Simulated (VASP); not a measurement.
# Rh (P6_3/mmc) in VASP: relaxation of cell and atoms with PBE

Aim: the relaxation of cell and atoms of Rh with PBE.

Program: VASP 6.6.1. These are calculated values, not measurements. Logs are shortened: lines on timing, memory, paths and dates and some standing lists are left out, and cuts for length are marked.

## 1. The cell of the first run

The structure is hexagonal, space group P6_3/mmc (No. 194). The conventional cell has a = 2.724 Å, b = 2.724 Å, c = 4.389 Å, α = 90.00°, β = 90.00°, γ = 120.00°. Rh (site symmetry -6m2) has 12 Rh at 2.70 to 2.72 Å within 3.6 Å.

This isn't the form of Rh at room conditions, which is fcc.

## 2. Relaxation of cell and atoms, PBE

The input, INCAR:

```
SYSTEM = Rh
  PREC = Accurate
  ENCUT = 600
  EDIFF = 1E-6
  ISMEAR = -1
  SIGMA = 0.05
  LREAL = .False.
  LASPH = .True.
  NELM = 100
  ALGO = Normal
  ISIF = 3
  LWAVE = .False.
  LCHARG = .False.
  GGA = PE
  IBRION = 2
  NSW = 45
  EDIFFG = -0.005
```

The input, KPOINTS:

```
Automatic mesh
0
Gamma
  17 17 10
  0 0 0
```

The input, POSCAR:

```
Rh
1.0
    2.7240324561      0.0000000000      0.0000000000
   -1.3620162280      2.3590813078      0.0000000000
    0.0000000000      0.0000000000      4.3891632382
Rh
2
Direct
    0.3333333333      0.6666666667      0.2500000000
    0.6666666667      0.3333333333      0.7500000000
```

Potentials or basis: VASP PAW PBE potentials, release 64 (Rh_pv).

Launch:

```console
$ cat potpaw_PBE.64/Rh_pv/POTCAR > POTCAR
$ mpirun -np 1 vasp_std > vasp.out
```

OUTCAR:

```text
SYSTEM = Rh
   PREC = Accurate
   ENCUT = 600
   EDIFF = 1E-6
   ISMEAR = -1
   LREAL = .False.
   LASPH = .True.
   NELM = 100
   ISIF = 3
   GGA = PE
   IBRION = 2
   NSW = 45
   EDIFFG = -0.005

 ion  position               nearest neighbor table
   1  0.333  0.667  0.250-   2 2.70   2 2.70   2 2.70   2 2.70   2 2.70   2 2.70
   2  0.667  0.333  0.750-   1 2.70   1 2.70   1 2.70   1 2.70   1 2.70   1 2.70

  LATTYP: Found a hexagonal cell.
 ALAT       =     2.7240324561
 C/A-ratio  =     1.6112742080

  Lattice vectors:

 A1 = (   2.7240324561,   0.0000000000,   0.0000000000)
 A2 = (  -1.3620162280,   2.3590813078,   0.0000000000)
 A3 = (   0.0000000000,   0.0000000000,   4.3891632382)

Analysis of symmetry for initial positions (statically):
=====================================================================
 Subroutine PRICEL returns:
 Original cell was already a primitive cell.

 Routine SETGRP: Setting up the symmetry group for a
 hexagonal supercell.

 Subroutine GETGRP returns: Found 24 space group operations
 (whereof 12 operations were pure point group operations)
 out of a pool of 24 trial point group operations.

The static configuration has the point symmetry D_3d.
 The point group associated with its full space group is D_6h.

Analysis of symmetry for dynamics (positions and initial velocities):
=====================================================================
 Subroutine PRICEL returns:
 Original cell was already a primitive cell.

 Routine SETGRP: Setting up the symmetry group for a
 hexagonal supercell.

 Subroutine GETGRP returns: Found 24 space group operations
 (whereof 12 operations were pure point group operations)
 out of a pool of 24 trial point group operations.

The dynamic configuration has the point symmetry D_3d.
 The point group associated with its full space group is D_6h.

 Subroutine INISYM returns: Found 24 space group operations
 (whereof 12 operations are pure point group operations),
 and found     1 'primitive' translations

----------------------------------------------------------------------------------------

                                     Primitive cell

  volume of cell :      28.2057

  direct lattice vectors                    reciprocal lattice vectors
[... 93 lines left out ...]
   ISIF   =      3    stress and relaxation
   ISYM   =      2    0-nonsym 1-usesym 2-fastsym
   POTIM  = 0.5000    time-step for ionic-motion
   TEBEG  =    0.0;   TEEND  =   0.0 temperature during run
   PSTRESS=    0.0 pullay stress
   NELECT =      30.0000    total number of electrons
   NUPDOWN=      -1.0000    fix difference up-down
   EMIN   =  10.00;   EMAX   =-10.00  energy-range for DOS
   EFERMI =   0.00;   METHOD = LEGACY
   ISMEAR =    -1;   SIGMA  =   0.05  broadening in eV -4-tet -1-fermi 0-gaus
   EFERMI_NEDOS =   21; number of points for ismear=-14 and -15
   IALGO  =     38    algorithm
   IMIX   =      4    mixing-type and parameters
     AMIX     =   0.40;   BMIX     =  1.00
     AMIX_MAG =   1.60;   BMIX_MAG =  1.00
  volume/ion in A,a.u.               =      14.10        95.17
  Fermi-wavevector in a.u.,A,eV,Ry     =   1.671102  3.157925 37.995380  2.792582
  Thomas-Fermi vector in A             =   2.756483
   LORBIT       =      0    0 simple, 1 ext, 2 COOP (PROOUT), +10 PAW based schemes
   GGA     = PE    functional components
   LHFCALC =     F    Hartree Fock is set to
   AEXX    =    0.0000 exact exchange contribution
   IVDW    =     0    specifies the selected vdW correction
   LEPSILON=     F    determine dielectric tensor
   LRPA    =     F    only Hartree local field effects (RPA)
 conjugate gradient relaxation of ions
 non-spin polarized calculation
  energy-cutoff  :      600.00
  volume of cell :       28.21
 maximum number of plane-waves:       972
 NGX is ok and might be reduce to    24
   NGX = 11   NGY = 11   NGZ = 17

--------------------------------------- Ionic step        1  -------------------------------------------

 number of electron      30.0000003 magnetization

 Free energy of the ion-electron system (eV)
  ---------------------------------------------------
  ext. energy  EPLUGINS =         0.00000000
  ---------------------------------------------------
  free energy    TOTEN  =       -14.45362043 eV

  energy without entropy =      -14.42506753  energy(sigma->0) =      -14.43934398

------------------------ aborting loop because EDIFF is reached ----------------------------------------

  FORCE on cell =-STRESS in cart. coord.  units (eV):
  Direction    XX          YY          ZZ          XY          YZ          ZX
  --------------------------------------------------------------------------------------
  -------------------------------------------------------------------------------------
  Total       -0.0236916     -0.0236916     -0.0226655     -0.0000000     -0.0000000      0.0000000
  in kB       -1.3457603     -1.3457603     -1.2874767     -0.0000000     -0.0000000      0.0000000
  external PRESSURE =      -1.3263324 kB  Pullay stress =       0.0000000 kB
[... 59 lines left out ...]
--------------------------------------- Ionic step        3  -------------------------------------------

 number of electron      30.0000003 magnetization

 Free energy of the ion-electron system (eV)
  ---------------------------------------------------
  ext. energy  EPLUGINS =         0.00000000
  ---------------------------------------------------
  free energy    TOTEN  =       -14.45362325 eV

  energy without entropy =      -14.42509408  energy(sigma->0) =      -14.43935866

 E-fermi :  11.5508     XC(G=0): -13.8690

 val. band max:       11.5463048231   @ k =   0.0588  -0.0000   0.4000
 cond. band min:      11.5527571149   @ k =   0.0000   0.0000   0.3000
 fundamental gap:      0.0064522918
 Fermi energy:        11.5507583159

 k-point     1 :       0.0000    0.0000    0.0000
  band No.  band energies     occupation
      1     -35.5684      2.00000
      2     -34.9600      2.00000
      3     -34.9600      2.00000
      4     -34.8747      2.00000
      5     -34.8593      2.00000
      6     -34.8593      2.00000
[... 505 lines left out ...]
      6     -34.9582      2.00000
[... 11 lines left out ...]
     18      19.1207      0.00000
     19      20.1242      0.00000

 [... further k-points ...]

------------------------ aborting loop because EDIFF is reached ----------------------------------------

  FORCE on cell =-STRESS in cart. coord.  units (eV):
  Direction    XX          YY          ZZ          XY          YZ          ZX
  --------------------------------------------------------------------------------------
  -------------------------------------------------------------------------------------
  Total        0.0010277      0.0010277     -0.0001988      0.0000000     -0.0000000      0.0000000
  in kB        0.0584062      0.0584062     -0.0112990      0.0000000     -0.0000000      0.0000000
  external PRESSURE =       0.0351712 kB  Pullay stress =       0.0000000 kB
[... 17 lines left out ...]
  FREE ENERGIE OF THE ION-ELECTRON SYSTEM (eV)
  ---------------------------------------------------
  free  energy   TOTEN  =       -14.4536232479 eV

  energy  without entropy=      -14.4250940808  energy(sigma->0) =      -14.43935866

 reached required accuracy - stopping structural energy minimisation
```

OSZICAR:

```text
N       E                     dE             d eps       ncg     rms          rms(c)
DAV:   1     0.345515228331E+03    0.34552E+03   -0.21244E+04  7532   0.203E+03
DAV:   2    -0.709668738240E+01   -0.35261E+03   -0.34354E+03  7834   0.552E+02
[... 16 lines left out ...]
   2 F= -.14453587E+02 E0= -.14439353E+02  d E =0.339035E-04
       N       E                     dE             d eps       ncg     rms          rms(c)
DAV:   1    -0.144545663110E+02   -0.97922E-03   -0.16110E-02  7752   0.159E+00    0.214E-01
DAV:   2    -0.144536341439E+02    0.93217E-03   -0.30716E-03  7752   0.605E-01    0.377E-02
DAV:   3    -0.144536264600E+02    0.76839E-05   -0.38556E-05  7950   0.558E-02    0.221E-02
DAV:   4    -0.144536229380E+02    0.35220E-05   -0.85031E-06  7958   0.321E-02    0.198E-03
DAV:   5    -0.144536232479E+02   -0.30987E-06   -0.44876E-07  4218   0.787E-03
   3 F= -.14453623E+02 E0= -.14439359E+02  d E =-.281662E-05
```

CONTCAR:

```text
Rh
   1.00000000000000
     2.7236039729868424   -0.0000000000000091    0.0000000000000000
    -1.3618019864434368    2.3587102305388772    0.0000000000000000
     0.0000000000000000   -0.0000000000000000    4.3885027351872834
  Rh
     2
Direct
     0.3333333332999970    0.6666666667000030    0.2500000000000000
     0.6666666667000030    0.3333333332999970    0.7500000000000000

  0.00000000E+00  0.00000000E+00  0.00000000E+00
  0.00000000E+00  0.00000000E+00  0.00000000E+00
```

Run time: 2 min. Hardware: 1 thread of Intel Xeon 8259CL, shared host; peak memory 0.21 GiB.

What came out:

| Quantity | Value |
| --- | --- |
| Free energy | -14.4536 eV |
| Relaxed volume | 14.10 Å³/atom |
| Relaxed cell | a = 2.724 Å, b = 2.724 Å, c = 4.389 Å, α = 90.00°, β = 90.00°, γ = 120.00° |
| Space group after relaxing (to 0.1 Å) | P6_3/mmc (No. 194) |
| Energy gained by relaxing | 0.0 meV/atom |
| Ionic steps | 3 |
| Pressure after relaxing | 0.0 GPa |
| Band gap on the k mesh | zero (bands 15 and 16 overlap by 2.31 eV) |

Final structure:
```
CELL_PARAMETERS angstrom
2.72360 0.00000 0.00000
-1.36180 2.35871 0.00000
0.00000 0.00000 4.38850
ATOMIC_POSITIONS crystal
Rh 0.33333 0.66667 0.25000
Rh 0.66667 0.33333 0.75000
```
